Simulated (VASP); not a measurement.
Rb3Na:

```
Rb Na
1.0
     0.00000    5.33582    5.33582
     5.33582    0.00000    5.33582
     5.33582    5.33582    0.00000
Rb Na
3 1
Direct
  0.25000 0.25000 0.25000
  0.75000 0.75000 0.75000
  0.50000 0.50000 0.50000
  0.00000 0.00000 0.00000
```

- Program: VASP 6.6.1
- Task: relaxation of cell and atoms
- Functional: LDA
- Potentials or basis: VASP PAW LDA potentials, release 64 (Rb_sv, Na_pv)
- Cutoff: 600 eV
- k mesh: 4 × 4 × 4
- Occupations: methfessel-paxton, width 0.1 eV
- Spin: no spin polarisation

At the start: pressure -0.5 GPa; volume 75.96 Å³/atom.

Task: How do energy, volume and symmetry change on relaxing?

Result: Over 4 steps the energy falls by 21.5 meV/atom and the volume is 64.14 Å³/atom (-15.6 %); space group Fm-3m (No. 225, to 0.1 Å) before and after.

The path:
| step | energy change (eV) | largest force (eV/Å) | pressure (GPa) | volume (Å³) |
| --- | --- | --- | --- | --- |
| 1 | 0.0000 | 0.0000 | -0.52 | 303.83 |
| 2 | -0.0320 | 0.0000 | -0.44 | 293.16 |
| 3 | -0.0848 | 0.0000 | -0.09 | 262.64 |
| 4 | -0.0861 | 0.0000 | 0.01 | 256.56 |

Final structure:
```
Rb Na
1.0
     0.00000    5.04337    5.04337
     5.04337    0.00000    5.04337
     5.04337    5.04337    0.00000
Rb Na
3 1
Direct
  0.25000 0.25000 0.25000
  0.75000 0.75000 0.75000
  0.50000 0.50000 0.50000
  0.00000 0.00000 0.00000
```

Caveat: the volume moved by over 15 % at a fixed basis, so the end points are rough.
